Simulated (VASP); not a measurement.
# BN (P1) in VASP: notebook

Runs on BN. Level: PBE. Tasks: single point.

All numbers are computed with VASP 6.6.1; they aren't measurements. Logs are shortened: lines on timing, memory, paths and dates and some standing lists are left out, and cuts for length are marked.

### Step 1. The cell of the first run

The typed cell holds 4 atoms: a = 2.554 Å, b = 2.554 Å, c = 4.227 Å, α = 90.00°, β = 90.00°, γ = 120.00°.

### Step 2. Single point, PBE (atom 1 (B) moved by (-0.600, -0.600) A along x and z)

File INCAR:

```
SYSTEM = BN
ALGO = Normal
EDIFF = 1E-6
ENCUT = 520
GGA = PE
ISIF = 2
ISMEAR = 0
LASPH = .True.
LCHARG = .False.
LREAL = .False.
LWAVE = .False.
NBANDS = 16
NELM = 80
PREC = Accurate
SIGMA = 0.05
```

File KPOINTS:

```
k-points
0
Gamma
  12 12 6
  0 0 0
```

File POSCAR:

```
BN
1.0
    2.5539396017      0.0000000000      0.0000000000
   -1.2769698009      2.2117765748      0.0000000000
    0.0000000000      0.0000000000      4.2268550000
B N
2 2
Direct
    0.4317355040      0.3333333333      0.8577744891
    0.3333333333      0.6666666667      0.4997240000
    0.6666666667      0.3333333333      0.6252760000
    0.3333333333      0.6666666667      0.1252760000
```

Potentials or basis: VASP PAW PBE potentials, release 64 (B, N).

The run is started by

```console
$ cat potpaw_PBE.64/B/POTCAR potpaw_PBE.64/N/POTCAR > POTCAR
$ mpirun -np 1 vasp_std > vasp.out
```

OUTCAR:

```text
SYSTEM = BN
   EDIFF = 1E-6
   ENCUT = 520
   GGA = PE
   ISIF = 2
   ISMEAR = 0
   LASPH = .True.
   LREAL = .False.
   NELM = 80
   PREC = Accurate

 ion  position               nearest neighbor table
   1  0.432  0.333  0.858-   3 1.15   4 1.51   2 1.81   4 1.95
   2  0.333  0.667  0.500-   3 1.57   3 1.57   3 1.57   4 1.58   1 1.81
   3  0.667  0.333  0.625-   1 1.15   2 1.57   2 1.57   2 1.57
   4  0.333  0.667  0.125-   1 1.51   2 1.58   1 1.95

  LATTYP: Found a hexagonal cell.
 ALAT       =     2.5539396017
 C/A-ratio  =     1.6550332659

  Lattice vectors:

 A1 = (   2.5539396017,   0.0000000000,   0.0000000000)
 A2 = (  -1.2769698009,   2.2117765748,   0.0000000000)
 A3 = (   0.0000000000,   0.0000000000,   4.2268550000)

Analysis of symmetry for initial positions (statically):
=====================================================================
 Subroutine PRICEL returns:
 Original cell was already a primitive cell.

 Routine SETGRP: Setting up the symmetry group for a
 hexagonal supercell.

 Subroutine GETGRP returns: Found  1 space group operations
 (whereof  1 operations were pure point group operations)
 out of a pool of 24 trial point group operations.

The static configuration has the point symmetry C_1 .

Analysis of symmetry for dynamics (positions and initial velocities):
=====================================================================
 Subroutine PRICEL returns:
 Original cell was already a primitive cell.

 Routine SETGRP: Setting up the symmetry group for a
 hexagonal supercell.

 Subroutine GETGRP returns: Found  1 space group operations
 (whereof  1 operations were pure point group operations)
 out of a pool of 24 trial point group operations.

The dynamic configuration has the point symmetry C_1 .

 Subroutine INISYM returns: Found  1 space group operations
 (whereof  1 operations are pure point group operations),
 and found     1 'primitive' translations

----------------------------------------------------------------------------------------

                                     Primitive cell

  volume of cell :      23.8764

  direct lattice vectors                    reciprocal lattice vectors
     2.553939602  0.000000000  0.000000000     0.391551938  0.226062617  0.000000000
    -1.276969801  2.211776575  0.000000000     0.000000000  0.452125233  0.000000000
     0.000000000  0.000000000  4.226855000     0.000000000  0.000000000  0.236582518

  length of vectors
     2.553939602  2.553939602  4.226855000     0.452125233  0.452125233  0.236582518

  position of ions in fractional coordinates (direct lattice)
     0.431735504  0.333333333  0.857774489
     0.333333333  0.666666667  0.499724000
     0.666666667  0.333333333  0.625276000
     0.333333333  0.666666667  0.125276000

  ion indices of the primitive-cell ions
   primitive index   ion index
                 1           1
                 2           2
                 3           3
                 4           4

----------------------------------------------------------------------------------------

 KPOINTS: k-points

Automatic generation of k-mesh.
 Grid dimensions read from file:
 generate k-points for:   12   12    6

 Generating k-lattice:

  Cartesian coordinates                     Fractional coordinates (reciprocal lattice)
     0.032629328  0.018838551  0.000000000     0.083333333  0.000000000  0.000000000
     0.000000000  0.037677103  0.000000000     0.000000000  0.083333333  0.000000000
     0.000000000  0.000000000  0.039430420     0.000000000  0.000000000  0.166666667

  Length of vectors
     0.037677103  0.037677103  0.039430420

  Shift w.r.t. Gamma in fractional coordinates (k-lattice)
     0.000000000  0.000000000  0.000000000

 Subroutine IBZKPT returns following result:
 ===========================================

 Found    436 irreducible k-points:

 Following reciprocal coordinates:
            Coordinates               Weight
  0.000000  0.000000  0.000000      1.000000
  0.083333  0.000000  0.000000      2.000000
  0.000000  0.083333  0.000000      2.000000
 -0.083333  0.083333  0.000000      2.000000
  0.166667  0.000000  0.000000      2.000000
  0.000000  0.166667  0.000000      2.000000
[... 16 lines left out ...]
  0.166667  0.083333  0.000000      2.000000
 -0.083333  0.250000  0.000000      2.000000
 [... further k-points ...]
   k-points           NKPTS =    436   k-points in BZ     NKDIM =    436   number of bands    NBANDS=     16
   number of dos      NEDOS =    301   number of ions     NIONS =      4
   total plane-waves  NPLWV =  12800
   dimension x,y,z NGX =    20 NGY =   20 NGZ =   32
   dimension x,y,z NGXF=    40 NGYF=   40 NGZF=   64
   ions per type =               2   2
   NGX,Y,Z   is equivalent  to a cutoff of  13.02, 13.02, 12.59 a.u.
   NGXF,Y,Z  is equivalent  to a cutoff of  26.04, 26.04, 25.17 a.u.
 SYSTEM =  BN
   PREC   = accura    normal or accurate (medium, high low for compatibility)
   ISTART =      0    job   : 0-new  1-cont  2-samecut
   ICHARG =      2    charge: 1-file 2-atom 10-const
   ISPIN  =      1    spin polarized calculation?
   LNONCOLLINEAR =      F non collinear calculations
   LSORBIT =      F    spin-orbit coupling
   LASPH  =      T    aspherical Exc in radial PAW
   ENCUT  =  520.0 eV  38.22 Ry    6.18 a.u.   4.75  4.75  7.86*2*pi/ulx,y,z
   NELM   =     80;   NELMIN=  2; NELMDL= -5     # of ELM steps
   EDIFF  = 0.1E-05   stopping-criterion for ELM
   LREAL  =      F    real-space projection
   EDIFFG = 0.1E-04   stopping-criterion for IOM
   NSW    =      0    number of steps for IOM
   IBRION =     -1    ionic relax: 0-MD 1-quasi-New 2-CG
   NFREE  =      0    steps in history (QN), initial steepest desc. (CG)
   ISIF   =      2    stress and relaxation
   ISYM   =      2    0-nonsym 1-usesym 2-fastsym
   POTIM  = 0.5000    time-step for ionic-motion
   TEBEG  =    0.0;   TEEND  =   0.0 temperature during run
   PSTRESS=    0.0 pullay stress
   NELECT =      16.0000    total number of electrons
   NUPDOWN=      -1.0000    fix difference up-down
   EMIN   =  10.00;   EMAX   =-10.00  energy-range for DOS
   EFERMI =   0.00;   METHOD = LEGACY
   ISMEAR =     0;   SIGMA  =   0.05  broadening in eV -4-tet -1-fermi 0-gaus
   EFERMI_NEDOS =   21; number of points for ismear=-14 and -15
   IALGO  =     38    algorithm
   IMIX   =      4    mixing-type and parameters
     AMIX     =   0.40;   BMIX     =  1.00
     AMIX_MAG =   1.60;   BMIX_MAG =  1.00
  volume/ion in A,a.u.               =       5.97        40.28
  Fermi-wavevector in a.u.,A,eV,Ry     =   1.432600  2.707222 27.923836  2.052344
  Thomas-Fermi vector in A             =   2.552210
   LORBIT       =      0    0 simple, 1 ext, 2 COOP (PROOUT), +10 PAW based schemes
   GGA     = PE    functional components
   LHFCALC =     F    Hartree Fock is set to
   AEXX    =    0.0000 exact exchange contribution
   IVDW    =     0    specifies the selected vdW correction
   LEPSILON=     F    determine dielectric tensor
   LRPA    =     F    only Hartree local field effects (RPA)
 non-spin polarized calculation
 Gauss-broadening in eV      SIGMA  =   0.05
  energy-cutoff  :      520.00
  volume of cell :       23.88
 maximum number of plane-waves:       660
   NGX =  9   NGY =  9   NGZ = 15

 number of electron      16.0000000 magnetization

 Free energy of the ion-electron system (eV)
  ---------------------------------------------------
  ext. energy  EPLUGINS =         0.00000000
  ---------------------------------------------------
  free energy    TOTEN  =       -26.51042552 eV

  energy without entropy =      -26.50947059  energy(sigma->0) =      -26.50994806

 E-fermi :   9.9096     XC(G=0): -12.7791

 val. band max:        9.9055697665   @ k =   0.0833  -0.0833   0.3333
 cond. band min:       9.9138524700   @ k =   0.0833  -0.0833   0.1667
 fundamental gap:      0.0082827035
 Fermi energy:         9.9095920382

 k-point     1 :       0.0000    0.0000    0.0000
  band No.  band energies     occupation
      1     -15.3244      2.00000
      2      -7.7377      2.00000
      3      -4.0224      2.00000
      4       2.0170      2.00000
      5       2.7124      2.00000
      6       4.5775      2.00000
[... 8 lines left out ...]
     15      22.0947      0.00000
     16      24.5234      0.00000

 k-point     2 :       0.0833    0.0000    0.0000
  band No.  band energies     occupation
      1     -15.1871      2.00000
      2      -7.6215      2.00000
      3      -3.8960      2.00000
      4       1.4673      2.00000
      5       2.4278      2.00000
      6       4.4161      2.00000
[... 8 lines left out ...]
     15      22.3036      0.00000
     16      24.6438      0.00000

 k-point     3 :       0.0000    0.0833    0.0000
  band No.  band energies     occupation
      1     -15.1878      2.00000
      2      -7.6201      2.00000
      3      -3.8895      2.00000
      4       1.5623      2.00000
      5       2.3651      2.00000
      6       4.4430      2.00000
[... 8 lines left out ...]
     15      22.0112      0.00000
     16      24.6610      0.00000

 k-point     4 :      -0.0833    0.0833    0.0000
  band No.  band energies     occupation
      1     -15.1873      2.00000
      2      -7.6166      2.00000
      3      -3.8952      2.00000
      4       1.3192      2.00000
      5       2.5572      2.00000
      6       4.4438      2.00000
[... 8 lines left out ...]
     15      21.9313      0.00000
     16      24.6288      0.00000
[... 324 lines left out ...]
 k-point    22 :      -0.1667    0.0833    0.0000
  band No.  band energies     occupation
      1     -14.9158      2.00000
      2      -7.3898      2.00000
      3      -3.6544      2.00000
      4       0.2831      2.00000
      5       2.1013      2.00000
      6       4.2308      2.00000
[... 8 lines left out ...]
     15      22.3697      0.00000
     16      24.7148      0.00000

 k-point    23 :       0.1667    0.0833    0.0000
  band No.  band energies     occupation
      1     -14.3945      2.00000
      2      -6.9961      2.00000
      3      -3.1860      2.00000
      4      -0.7457      2.00000
      5       0.9396      2.00000
      6       3.7909      2.00000
[... 8 lines left out ...]
     15      22.1382      0.00000
     16      24.6854      0.00000

 k-point    24 :      -0.0833    0.2500    0.0000
  band No.  band energies     occupation
      1     -14.3970      2.00000
      2      -6.9808      2.00000
      3      -3.1356      2.00000
      4      -0.9058      2.00000
      5       1.2530      2.00000
      6       3.6825      2.00000
[... 8 lines left out ...]
     15      21.3122      0.00000
     16      25.3677      0.00000

 [... further k-points ...]
[... 5 lines left out ...]
  --------------------------------------------------------------------------------------
  -------------------------------------------------------------------------------------
  Total       14.9297045      4.9958020     11.3977808      1.3930983     -0.4478230     -6.9926742
  in kB     1001.8266183    335.2328503    764.8242649     93.4809534    -30.0502246   -469.2287862
  external PRESSURE =     700.6279112 kB  Pullay stress =       0.0000000 kB

 VOLUME and BASIS-vectors are now :
 -----------------------------------------------------------------------------
  energy-cutoff  :      520.00
  volume of cell :       23.88
      direct lattice vectors                 reciprocal lattice vectors
     2.553939602  0.000000000  0.000000000     0.391551938  0.226062617  0.000000000
    -1.276969801  2.211776575  0.000000000     0.000000000  0.452125233  0.000000000
     0.000000000  0.000000000  4.226855000     0.000000000  0.000000000  0.236582518

 POSITION                                       TOTAL-FORCE (eV/Angst)
 -----------------------------------------------------------------------------------
      0.67697      0.73726      3.62569        -8.480916     -0.655886     28.448836
     -0.00000      1.47452      2.11226        -0.424041      0.291591     -7.358638
      1.27697      0.73726      2.64295         8.551960     -0.156389    -18.335306
     -0.00000      1.47452      0.52952         0.352997      0.520683     -2.754892
 -----------------------------------------------------------------------------------
    total drift:                               -0.000000     -0.000045     -0.001261

  FREE ENERGIE OF THE ION-ELECTRON SYSTEM (eV)
  ---------------------------------------------------
  free  energy   TOTEN  =       -26.5104255171 eV

  energy  without entropy=      -26.5094705931  energy(sigma->0) =      -26.50994806
```

Run time: 4.5 min. Hardware: 1 thread of Intel Xeon 8259CL, shared host; peak memory 0.24 GiB.

What came out:

```yaml
Free_energy: -26.5104 eV
Pressure: 70.1 GPa
Largest_force: 29.693 eV/Å
Band_gap_on_the_k_mesh: zero (bands 8 and 9 overlap by 1.21 eV)
```

Forces on the atoms (eV/Å):
```
B    -8.481  -0.656  28.449
B    -0.424   0.292  -7.359
N     8.552  -0.156 -18.335
N     0.353   0.521  -2.755
```

Levels at points of the mesh, in eV from the Fermi level:
| k point | band 4 | band 5 | band 6 | band 7 | band 8 | band 9 | band 10 | band 11 | band 12 | band 13 |
| --- | --- | --- | --- | --- | --- | --- | --- | --- | --- | --- |
| (0.00, 0.00, 0.00) | -7.89 | -7.20 | -5.33 | -0.07 | 0.03 | 1.85 | 4.28 | 5.61 | 5.75 | 8.90 |
| (0.50, 0.00, 0.00) | -10.59 | -9.75 | -7.96 | -6.11 | -1.36 | 0.52 | 3.05 | 5.98 | 8.03 | 10.09 |
| (0.00, 0.50, 0.00) | -10.89 | -9.33 | -8.28 | -7.10 | -1.34 | -0.56 | 2.81 | 8.16 | 9.34 | 10.17 |
| (0.50, 0.50, 0.00) | -11.19 | -9.54 | -8.16 | -7.33 | -0.72 | 1.40 | 3.83 | 6.81 | 8.04 | 9.65 |
| (0.00, 0.00, 0.50) | -7.76 | -7.25 | -6.70 | -0.72 | 0.07 | 0.83 | 3.63 | 5.31 | 6.86 | 9.05 |
| (0.50, 0.00, 0.50) | -11.36 | -9.69 | -7.18 | -4.58 | -1.93 | 0.74 | 2.47 | 5.46 | 8.50 | 9.90 |
| (0.00, 0.50, 0.50) | -11.30 | -9.67 | -7.32 | -5.17 | -1.10 | -0.82 | 2.17 | 5.14 | 8.63 | 9.77 |
| (0.50, 0.50, 0.50) | -11.20 | -9.58 | -7.15 | -5.18 | -1.58 | 0.60 | 2.64 | 5.60 | 8.20 | 9.94 |

Caveat: the cell differs from its parent crystal (atom 1 (B) moved by (-0.600, -0.600) A along x and z); the cell stands under pressure; forces of over 1 eV/Å act on the atoms, so gaps and moduli don't describe the material at rest.

### Step 3. Single point, PBE (atom 1 (B) moved by (-0.300, -0.600) A along x and z)

File INCAR:

```
SYSTEM = BN
  PREC = Accurate
  ENCUT = 520
  EDIFF = 1E-6
  ISMEAR = 0
  SIGMA = 0.05
  LREAL = .False.
  LASPH = .True.
  NELM = 60
  ALGO = Normal
  ISIF = 2
  LWAVE = .False.
  LCHARG = .False.
  GGA = PE
  NBANDS = 16
```

File KPOINTS:

```
regular mesh
0
Gamma
  12 12 6
  0 0 0
```

Changes to POSCAR since step 2:

```diff
@@ -8,3 +8,3 @@
 Direct
-    0.4317355040      0.3333333333      0.8577744891
+    0.5492010853      0.3333333333      0.8577744891
     0.3333333333      0.6666666667      0.4997240000
```

Potentials or basis: VASP PAW PBE potentials, release 64 (B, N).

The run is started by

```console
$ cat potpaw_PBE.64/B/POTCAR potpaw_PBE.64/N/POTCAR > POTCAR
$ mpirun -np 1 vasp_std > vasp.out
```

Run time: 4.5 min. Hardware: 1 thread of Intel Xeon 8259CL, shared host; peak memory 0.24 GiB.

The run converged. Its results:

| Quantity | Value |
| --- | --- |
| Free energy | -23.1520 eV |
| Pressure | 110.9 GPa |
| Largest force | 57.615 eV/Å |
| Band gap on the k mesh | zero (bands 8 and 9 overlap by 1.09 eV) |

Forces on the atoms (eV/Å):
```
B   -11.863  -0.324  56.380
B     0.097   0.064  -8.370
N    11.676  -0.030 -44.024
N     0.090   0.290  -3.986
```

Stress tensor (GPa, compression positive):
```
 66.90   5.20 -73.96
  5.20  33.74  -0.41
-73.96  -0.41 232.17
```

Levels at points of the mesh, in eV from the Fermi level:
```csv
k point,band 5,band 6,band 7,band 8,band 9,band 10,band 11,band 12
"(0.00, 0.00, 0.00)",-8.54,-6.73,-0.30,0.09,2.41,3.65,4.39,5.79
"(0.50, 0.00, 0.00)",-11.05,-8.32,-6.98,-1.54,0.93,2.23,4.29,6.73
"(0.00, 0.50, 0.00)",-10.77,-8.56,-7.57,-1.23,0.05,2.36,5.21,7.57
"(0.50, 0.50, 0.00)",-10.89,-8.39,-7.88,-1.05,1.58,2.78,4.38,6.71
"(0.00, 0.00, 0.50)",-8.46,-7.93,-0.93,0.15,1.08,3.34,4.60,7.07
"(0.50, 0.00, 0.50)",-10.95,-7.65,-5.26,-2.57,0.94,1.68,5.27,7.99
"(0.00, 0.50, 0.50)",-10.80,-8.01,-5.59,-1.97,0.49,1.44,4.37,8.26
"(0.50, 0.50, 0.50)",-10.82,-7.96,-5.66,-2.15,0.38,2.28,4.92,7.06
```

Caveat: the cell differs from its parent crystal (atom 1 (B) moved by (-0.300, -0.600) A along x and z); atoms lie so close that the PAW spheres overlap strongly, which falsifies energies and pressures; the cell stands under pressure; forces of over 1 eV/Å act on the atoms, so gaps and moduli don't describe the material at rest.
